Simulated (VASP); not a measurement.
# Hf (P6_3/mmc) in VASP: further runs

Runs on Hf. Level: LDA. Tasks: single point.

All numbers are computed with VASP 6.6.1; they aren't measurements. Logs are shortened: lines on timing, memory, paths and dates and some standing lists are left out, and cuts for length are marked.

### 1 The cell of the first run

The structure is hexagonal, space group P6_3/mmc (No. 194). The conventional cell has a = 3.118 Å, b = 3.118 Å, c = 4.948 Å, α = 90.00°, β = 90.00°, γ = 120.00°. Hf (site symmetry -6m2) has 12 Hf at 3.06 to 3.12 Å within 4.0 Å.

### 2 Single point, LDA

Contents of INCAR:

```
SYSTEM = Hf
  ALGO = Normal
  EDIFF = 1E-6
  ENCUT = 520
  ISIF = 2
  ISMEAR = -1
  LASPH = .TRUE.
  LCHARG = .FALSE.
  LREAL = .FALSE.
  LWAVE = .FALSE.
  NBANDS = 17
  NELM = 100
  PREC = Accurate
  SIGMA = 0.1
```

Contents of KPOINTS:

```
k-points
0
G
  12 12 7
  0 0 0
```

Contents of POSCAR:

```
Hf
1.0
    3.1183974891      0.0000000000      0.0000000000
   -1.5591987445      2.7006114446      0.0000000000
    0.0000000000      0.0000000000      4.9475473504
Hf
2
Direct
    0.3333333333      0.6666666667      0.2500000000
    0.6666666667      0.3333333333      0.7500000000
```

Potentials or basis: VASP PAW LDA potentials, release 64 (Hf_pv).

The run is started by

```sh
$ cat potpaw_LDA.64/Hf_pv/POTCAR > POTCAR
$ mpirun -np 1 vasp_std > vasp.out
```

OUTCAR:

```text
SYSTEM = Hf
   EDIFF = 1E-6
   ENCUT = 520
   ISIF = 2
   ISMEAR = -1
   LASPH = .TRUE.
   LREAL = .FALSE.
   NELM = 100
   PREC = Accurate

 ion  position               nearest neighbor table
   1  0.333  0.667  0.250-   2 3.06   2 3.06   2 3.06   2 3.06   2 3.06   2 3.06
   2  0.667  0.333  0.750-   1 3.06   1 3.06   1 3.06   1 3.06   1 3.06   1 3.06

  LATTYP: Found a hexagonal cell.
 ALAT       =     3.1183974891
 C/A-ratio  =     1.5865672570

  Lattice vectors:

 A1 = (   3.1183974891,   0.0000000000,   0.0000000000)
 A2 = (  -1.5591987445,   2.7006114446,   0.0000000000)
 A3 = (   0.0000000000,   0.0000000000,   4.9475473504)

Analysis of symmetry for initial positions (statically):
=====================================================================
 Subroutine PRICEL returns:
 Original cell was already a primitive cell.

 Routine SETGRP: Setting up the symmetry group for a
 hexagonal supercell.

 Subroutine GETGRP returns: Found 24 space group operations
 (whereof 12 operations were pure point group operations)
 out of a pool of 24 trial point group operations.

The static configuration has the point symmetry D_3d.
 The point group associated with its full space group is D_6h.

Analysis of symmetry for dynamics (positions and initial velocities):
=====================================================================
 Subroutine PRICEL returns:
 Original cell was already a primitive cell.

 Routine SETGRP: Setting up the symmetry group for a
 hexagonal supercell.

 Subroutine GETGRP returns: Found 24 space group operations
 (whereof 12 operations were pure point group operations)
 out of a pool of 24 trial point group operations.

The dynamic configuration has the point symmetry D_3d.
 The point group associated with its full space group is D_6h.

 Subroutine INISYM returns: Found 24 space group operations
 (whereof 12 operations are pure point group operations),
 and found     1 'primitive' translations

----------------------------------------------------------------------------------------

                                     Primitive cell

  volume of cell :      41.6662

  direct lattice vectors                    reciprocal lattice vectors
     3.118397489  0.000000000  0.000000000     0.320677529  0.185143257  0.000000000
    -1.559198744  2.700611445  0.000000000     0.000000000  0.370286515  0.000000000
     0.000000000  0.000000000  4.947547350     0.000000000  0.000000000  0.202120350

  length of vectors
     3.118397489  3.118397489  4.947547350     0.370286515  0.370286515  0.202120350

  position of ions in fractional coordinates (direct lattice)
     0.333333333  0.666666667  0.250000000
     0.666666667  0.333333333  0.750000000

  ion indices of the primitive-cell ions
   primitive index   ion index
                 1           1
                 2           2

----------------------------------------------------------------------------------------

 KPOINTS: k-points

Automatic generation of k-mesh.
 Grid dimensions read from file:
 generate k-points for:   12   12    7

 Generating k-lattice:

  Cartesian coordinates                     Fractional coordinates (reciprocal lattice)
     0.026723127  0.015428605  0.000000000     0.083333333  0.000000000  0.000000000
     0.000000000  0.030857210  0.000000000     0.000000000  0.083333333  0.000000000
     0.000000000  0.000000000  0.028874336     0.000000000  0.000000000  0.142857143

  Length of vectors
     0.030857210  0.030857210  0.028874336

  Shift w.r.t. Gamma in fractional coordinates (k-lattice)
     0.000000000  0.000000000  0.000000000

 Subroutine IBZKPT returns following result:
 ===========================================

 Found     76 irreducible k-points:

 Following reciprocal coordinates:
            Coordinates               Weight
  0.000000  0.000000  0.000000      1.000000
  0.083333 -0.000000  0.000000      6.000000
  0.166667 -0.000000  0.000000      6.000000
  0.250000 -0.000000  0.000000      6.000000
  0.333333 -0.000000  0.000000      6.000000
  0.416667 -0.000000  0.000000      6.000000
[... 16 lines left out ...]
  0.250000 -0.000000  0.142857     12.000000
  0.333333 -0.000000  0.142857     12.000000
 [... further k-points ...]
   k-points           NKPTS =     76   k-points in BZ     NKDIM =     76   number of bands    NBANDS=     17
   number of dos      NEDOS =    301   number of ions     NIONS =      2
   total plane-waves  NPLWV =  23040
   dimension x,y,z NGX =    24 NGY =   24 NGZ =   40
   dimension x,y,z NGXF=    48 NGYF=   48 NGZF=   80
   ions per type =               2
   NGX,Y,Z   is equivalent  to a cutoff of  12.79, 12.79, 13.44 a.u.
   NGXF,Y,Z  is equivalent  to a cutoff of  25.59, 25.59, 26.88 a.u.
 SYSTEM =  Hf
   PREC   = accura    normal or accurate (medium, high low for compatibility)
   ISTART =      0    job   : 0-new  1-cont  2-samecut
   ICHARG =      2    charge: 1-file 2-atom 10-const
   ISPIN  =      1    spin polarized calculation?
   LNONCOLLINEAR =      F non collinear calculations
   LSORBIT =      F    spin-orbit coupling
   LASPH  =      T    aspherical Exc in radial PAW
   ENCUT  =  520.0 eV  38.22 Ry    6.18 a.u.   5.80  5.80  9.20*2*pi/ulx,y,z
   NELM   =    100;   NELMIN=  2; NELMDL= -5     # of ELM steps
   EDIFF  = 0.1E-05   stopping-criterion for ELM
   LREAL  =      F    real-space projection
   EDIFFG = 0.1E-04   stopping-criterion for IOM
   NSW    =      0    number of steps for IOM
   IBRION =     -1    ionic relax: 0-MD 1-quasi-New 2-CG
   NFREE  =      0    steps in history (QN), initial steepest desc. (CG)
   ISIF   =      2    stress and relaxation
   ISYM   =      2    0-nonsym 1-usesym 2-fastsym
   POTIM  = 0.5000    time-step for ionic-motion
   TEBEG  =    0.0;   TEEND  =   0.0 temperature during run
   PSTRESS=    0.0 pullay stress
   NELECT =      20.0000    total number of electrons
   NUPDOWN=      -1.0000    fix difference up-down
   EMIN   =  10.00;   EMAX   =-10.00  energy-range for DOS
   EFERMI =   0.00;   METHOD = LEGACY
   ISMEAR =    -1;   SIGMA  =   0.10  broadening in eV -4-tet -1-fermi 0-gaus
   EFERMI_NEDOS =   21; number of points for ismear=-14 and -15
   IALGO  =     38    algorithm
   IMIX   =      4    mixing-type and parameters
     AMIX     =   0.40;   BMIX     =  1.00
     AMIX_MAG =   1.60;   BMIX_MAG =  1.00
  volume/ion in A,a.u.               =      20.83       140.59
  Fermi-wavevector in a.u.,A,eV,Ry     =   1.281810  2.422270 22.354873  1.643037
  Thomas-Fermi vector in A             =   2.414158
   LORBIT       =      0    0 simple, 1 ext, 2 COOP (PROOUT), +10 PAW based schemes
   GGA     = CA    functional components
   LHFCALC =     F    Hartree Fock is set to
   AEXX    =    0.0000 exact exchange contribution
   IVDW    =     0    specifies the selected vdW correction
   LEPSILON=     F    determine dielectric tensor
   LRPA    =     F    only Hartree local field effects (RPA)
 non-spin polarized calculation
  energy-cutoff  :      520.00
  volume of cell :       41.67
 maximum number of plane-waves:      1136
 NGX is ok and might be reduce to    24
   NGX = 11   NGY = 11   NGZ = 19

 number of electron      19.9999997 magnetization

 Free energy of the ion-electron system (eV)
  ---------------------------------------------------
  ext. energy  EPLUGINS =         0.00000000
  ---------------------------------------------------
  free energy    TOTEN  =       -21.41626980 eV

  energy without entropy =      -21.35869095  energy(sigma->0) =      -21.38748037

 E-fermi :   5.2817     XC(G=0): -11.7989

 val. band max:        5.2745683139   @ k =   0.3333   0.1667   0.4286
 cond. band min:       5.2900717317   @ k =   0.3333   0.2500   0.2857
 fundamental gap:      0.0155034179
 Fermi energy:         5.2817282314

 k-point     1 :       0.0000    0.0000    0.0000
  band No.  band energies     occupation
      1     -25.5967      2.00000
      2     -24.6474      2.00000
      3     -24.6474      2.00000
      4     -24.4867      2.00000
      5     -24.4867      2.00000
      6     -24.4822      2.00000
[... 9 lines left out ...]
     16       8.0212      0.00000
     17      10.9479      0.00000

 k-point     2 :       0.0833   -0.0000    0.0000
  band No.  band energies     occupation
      1     -25.5736      2.00000
      2     -24.6982      2.00000
      3     -24.6643      2.00000
      4     -24.5403      2.00000
      5     -24.4933      2.00000
      6     -24.4927      2.00000
[... 9 lines left out ...]
     16       7.8050      0.00000
     17      11.1269      0.00000

 k-point     3 :       0.1667   -0.0000    0.0000
  band No.  band energies     occupation
      1     -25.5073      2.00000
      2     -24.8367      2.00000
      3     -24.7087      2.00000
      4     -24.6822      2.00000
      5     -24.5242      2.00000
      6     -24.5128      2.00000
[... 9 lines left out ...]
     16       8.1257      0.00000
     17      11.4954      0.00000

 k-point     4 :       0.2500   -0.0000    0.0000
  band No.  band energies     occupation
      1     -25.4070      2.00000
      2     -25.0253      2.00000
      3     -24.8663      2.00000
      4     -24.7664      2.00000
      5     -24.5768      2.00000
      6     -24.5416      2.00000
[... 9 lines left out ...]
     16       9.0704      0.00000
     17      11.8332      0.00000

 k-point     5 :       0.3333   -0.0000    0.0000
  band No.  band energies     occupation
      1     -25.2882      2.00000
      2     -25.2124      2.00000
      3     -25.0408      2.00000
      4     -24.8219      2.00000
      5     -24.6477      2.00000
      6     -24.5718      2.00000
[... 9 lines left out ...]
     16      10.2389      0.00000
     17      12.0577      0.00000

 k-point     6 :       0.4167   -0.0000    0.0000
  band No.  band energies     occupation
      1     -25.3478      2.00000
      2     -25.1766      2.00000
      3     -25.1634      2.00000
      4     -24.8613      2.00000
      5     -24.7239      2.00000
      6     -24.5946      2.00000
[... 9 lines left out ...]
     16      11.4218      0.00000
     17      12.1735      0.00000

 k-point     7 :       0.5000   -0.0000    0.0000
  band No.  band energies     occupation
      1     -25.3969      2.00000
      2     -25.2074      2.00000
      3     -25.1237      2.00000
      4     -24.8756      2.00000
      5     -24.7638      2.00000
      6     -24.6031      2.00000
[... 9 lines left out ...]
     16      12.2079      0.00000
     17      12.8375      0.00000

 k-point     8 :       0.0833    0.0833    0.0000
  band No.  band energies     occupation
      1     -25.5289      2.00000
      2     -24.7825      2.00000
      3     -24.7188      2.00000
      4     -24.6172      2.00000
      5     -24.5137      2.00000
      6     -24.5136      2.00000
[... 9 lines left out ...]
     16       7.9895      0.00000
     17      11.3349      0.00000
[... 203 lines left out ...]
      1     -25.2575      2.00000
      2     -25.0869      2.00000
      3     -25.0869      2.00000
      4     -24.9314      2.00000
      5     -24.9314      2.00000
      6     -24.9003      2.00000
[... 9 lines left out ...]
     16      11.3921      0.00000
     17      11.5072      0.00000

 k-point    20 :       0.0000    0.0000    0.1429
  band No.  band energies     occupation
      1     -25.5458      2.00000
      2     -24.6396      2.00000
      3     -24.6396      2.00000
      4     -24.5424      2.00000
      5     -24.4947      2.00000
      6     -24.4947      2.00000
[... 9 lines left out ...]
     16       8.3474      0.00000
     17      11.0332      0.00000

 k-point    21 :       0.0833   -0.0000    0.1429
  band No.  band energies     occupation
      1     -25.5256      2.00000
      2     -24.6889      2.00000
      3     -24.6559      2.00000
      4     -24.5892      2.00000
      5     -24.5094      2.00000
      6     -24.5019      2.00000
[... 9 lines left out ...]
     16       8.2167      0.00000
     17      11.1786      0.00000

 k-point    22 :       0.1667   -0.0000    0.1429
  band No.  band energies     occupation
      1     -25.4693      2.00000
      2     -24.8230      2.00000
      3     -24.7250      2.00000
      4     -24.6991      2.00000
      5     -24.5389      2.00000
      6     -24.5227      2.00000
[... 9 lines left out ...]
     16       8.2431      0.00000
     17      11.4688      0.00000

 k-point    23 :       0.2500   -0.0000    0.1429
  band No.  band energies     occupation
      1     -25.3923      2.00000
      2     -24.9993      2.00000
      3     -24.9025      2.00000
      4     -24.7555      2.00000
      5     -24.5835      2.00000
      6     -24.5529      2.00000
[... 9 lines left out ...]
     16       8.9819      0.00000
     17      11.7211      0.00000

 k-point    24 :       0.3333   -0.0000    0.1429
  band No.  band energies     occupation
      1     -25.3470      2.00000
      2     -25.1388      2.00000
      3     -25.0590      2.00000
      4     -24.8098      2.00000
      5     -24.6430      2.00000
      6     -24.5845      2.00000
[... 9 lines left out ...]
     16      10.0681      0.00000
     17      11.8937      0.00000

 [... further k-points ...]

------------------------ aborting loop because EDIFF is reached ----------------------------------------

  FORCE on cell =-STRESS in cart. coord.  units (eV):
  Direction    XX          YY          ZZ          XY          YZ          ZX
  --------------------------------------------------------------------------------------
  -------------------------------------------------------------------------------------
  Total        0.0214735      0.0214735      0.0411284      0.0000000      0.0000000      0.0000000
  in kB        0.8257162      0.8257162      1.5814990      0.0000000      0.0000000      0.0000000
  external PRESSURE =       1.0776438 kB  Pullay stress =       0.0000000 kB

 VOLUME and BASIS-vectors are now :
 -----------------------------------------------------------------------------
  energy-cutoff  :      520.00
  volume of cell :       41.67
      direct lattice vectors                 reciprocal lattice vectors
     3.118397489  0.000000000  0.000000000     0.320677529  0.185143257  0.000000000
    -1.559198744  2.700611445  0.000000000     0.000000000  0.370286515  0.000000000
     0.000000000  0.000000000  4.947547350     0.000000000  0.000000000  0.202120350

 POSITION                                       TOTAL-FORCE (eV/Angst)
 -----------------------------------------------------------------------------------
     -0.00000      1.80041      1.23689         0.000000     -0.000000      0.000000
      1.55920      0.90020      3.71066        -0.000000      0.000000      0.000000
 -----------------------------------------------------------------------------------
    total drift:                               -0.000000      0.000000     -0.000000

  FREE ENERGIE OF THE ION-ELECTRON SYSTEM (eV)
  ---------------------------------------------------
  free  energy   TOTEN  =       -21.4162697957 eV

  energy  without entropy=      -21.3586909495  energy(sigma->0) =      -21.38748037
```

It took 54 s on 1 thread of AMD EPYC 7R13, shared host; peak memory 0.14 GiB.

What came out:

```
Free energy            : -21.4163 eV
Pressure               : 0.1 GPa
Band gap on the k mesh : zero (band 10 reaches 6.43 eV, above the bottom of band 11 at 5.03 eV)
```

Caveat: spin-orbit coupling is left out, which moves the levels of the heavy elements.

### 3 Single point, LDA

Contents of INCAR:

```
ALGO = Normal ; EDIFF = 1E-6
ENCUT = 520 ; GGA = CA
ISIF = 2 ; ISMEAR = -1
LASPH = T ; LCHARG = T
LELF = T ; LREAL = F
LVHAR = T ; LWAVE = F
NBANDS = 17 ; NELM = 100
PREC = Accurate ; SIGMA = 0.1
```

Contents of KPOINTS:

```
k-points
0
Gamma
  12 12 7
```

POSCAR is that of step 2.

Potentials or basis: VASP PAW LDA potentials, release 64 (Hf_pv).

The run is started by

```sh
$ cat potpaw_LDA.64/Hf_pv/POTCAR > POTCAR
$ mpirun -np 1 vasp_std > vasp.out
```

Wall time 64 s (1 thread of AMD EPYC 7R13, shared host); peak memory 0.14 GiB.

It converged, with:

```
Free energy            : -21.4163 eV
Pressure               : 0.1 GPa
Band gap on the k mesh : zero (band 10 reaches 6.43 eV, above the bottom of band 11 at 5.03 eV)
```

Stress tensor (GPa, compression positive):
```
0.08 0.00 0.00
0.00 0.08 0.00
0.00 0.00 0.16
```

Levels at points of the mesh, in eV from the Fermi level:
| k point | band 7 | band 8 | band 9 | band 10 | band 11 | band 12 | band 13 | band 14 |
| --- | --- | --- | --- | --- | --- | --- | --- | --- |
| (0.00, 0.00, 0.00) | -7.53 | -3.92 | 1.08 | 1.15 | 1.15 | 1.42 | 2.03 | 2.03 |
| (0.50, 0.00, 0.00) | -3.43 | -3.01 | -2.44 | -0.53 | 0.74 | 0.97 | 1.80 | 6.32 |

Caveat: spin-orbit coupling is left out, which moves the levels of the heavy elements.

### 4 Single point, LDA

Contents of INCAR:

```
PREC = Accurate
ENCUT = 520
EDIFF = 1E-7
ISMEAR = -1
SIGMA = 0.01
LREAL = False
LASPH = True
NELM = 60
ALGO = Normal
ISIF = 2
LWAVE = False
LCHARG = False
GGA = CA
NBANDS = 17
```

Contents of KPOINTS:

```
regular mesh
0
Gamma
  12 12 7
```

POSCAR is that of step 3.

The run is started by

```sh
$ cat potpaw_LDA.64/Hf_pv/POTCAR > POTCAR
$ mpirun -np 1 vasp_std > vasp.out
```

It took 62 s on 1 thread of AMD EPYC 7R13, shared host; peak memory 0.14 GiB.

The run converged. Its results:

```yaml
Free_energy: -21.3866 eV
Pressure: 0.2 GPa
Band_gap_on_the_k_mesh: zero (band 10 reaches 6.43 eV, above the bottom of band 11 at 5.02 eV)
```

Stress tensor (GPa, compression positive):
```
0.25 0.00 0.00
0.00 0.25 0.00
0.00 0.00 0.02
```

Levels at points of the mesh, in eV from the Fermi level:
```csv
k point,band 8,band 9,band 10,band 11,band 12,band 13
"(0.00, 0.00, 0.00)",-3.96,1.03,1.10,1.10,1.38,1.99
"(0.50, 0.00, 0.00)",-3.05,-2.49,-0.58,0.69,0.92,1.75
```

Caveat: spin-orbit coupling is left out, which moves the levels of the heavy elements.

### 5 Single point, LDA

Contents of INCAR:

```
SYSTEM = Hf
PREC = Accurate
ENCUT = 520
EDIFF = 1E-7
ISMEAR = -1
SIGMA = 0.03
LREAL = .FALSE.
LASPH = .TRUE.
NELM = 60
ALGO = Normal
ISIF = 2
LWAVE = .FALSE.
LCHARG = .TRUE.
GGA = CA
LELF = .TRUE.
LVHAR = .TRUE.
NBANDS = 17
```

Contents of KPOINTS:

```
regular mesh
0
G
  12 12 7
  0 0 0
```

POSCAR is that of step 4.

The run is started by

```sh
$ cat potpaw_LDA.64/Hf_pv/POTCAR > POTCAR
$ mpirun -np 1 vasp_std > vasp.out
```

Run time: 70 s. Hardware: 1 thread of AMD EPYC 7R13, shared host; peak memory 0.14 GiB.

Results (log left out):

```
Free energy            : -21.3895 eV
Pressure               : 0.1 GPa
Band gap on the k mesh : zero (band 10 reaches 6.43 eV, above the bottom of band 11 at 5.02 eV)
```

Stress tensor (GPa, compression positive):
```
 0.21  0.00  0.00
 0.00  0.21  0.00
 0.00  0.00 -0.06
```

Levels at points of the mesh, in eV from the Fermi level:
```csv
k point,band 7,band 8,band 9,band 10,band 11,band 12,band 13,band 14
"(0.00, 0.00, 0.00)",-7.56,-3.95,1.04,1.11,1.11,1.39,2.00,2.00
"(0.50, 0.00, 0.00)",-3.46,-3.04,-2.48,-0.57,0.70,0.93,1.76,6.29
```

Caveat: spin-orbit coupling is left out, which moves the levels of the heavy elements.

### 6 The runs side by side

| smearing | gap on the mesh (eV) | pressure (GPa) |
| --- | --- | --- |
| fermi-dirac 0.1 eV | none | 0.1 |
| fermi-dirac 0.01 eV | none | 0.2 |
| fermi-dirac 0.03 eV | none | 0.1 |

Alike in all rows: task single point; level LDA; potentials or basis VASP PAW LDA potentials, release 64 (Hf_pv); no spin polarisation; cell as given; k mesh 12 × 12 × 7; cutoff (eV) 520.

Every run on the cell as given and a fine mesh finds a metal.

Caveats: spin-orbit coupling is left out, which moves the levels of the heavy elements.

Absolute energies hang on the potentials; compare differences alone.
